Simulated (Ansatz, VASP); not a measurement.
# Pt: VASP beside Ansatz

```
Pt
1.0
     0.00000    1.92036    1.92036
     1.92036    0.00000    1.92036
     1.92036    1.92036    0.00000
Pt
1
Cartesian
  0.0000 0.0000 0.0000
```

Alike in both runs: task single point; functional LDA; k mesh 23 × 23 × 23; occupations fermi-dirac, width 0.05 eV; collinear spin.

```csv
,VASP,Ansatz
version,VASP 6.6.1,Ansatz 0.2.0
potentials or method,"VASP PAW LDA potentials, release 64 (Pt), cutoff 520 eV","plane waves (420 eV) with PAW, scalar-relativistic"
valence electrons in the cell,10,18
```

Ansatz gave:

| Item | Value |
| --- | --- |
| pressure (GPa) | 14.1 |
| net moment per atom (μB) | 0.00 |

**Question.** What did VASP give for the same quantities?

**Answer.** Pressure (GPa): 15.1; net moment per atom (μB): 0.00.

Ansatz warns that its potentials were made for another functional, while VASP's fit it. LDA's correlation is that of Perdew and Zunger in VASP and of Perdew and Wang (1992) in Ansatz. VASP's potentials hold 10 valence electrons a cell and Ansatz's 18, so a difference there can come from the potentials and not from the codes. Ansatz's warnings: seeded moment not kept.

Neither program's run includes spin-orbit coupling.
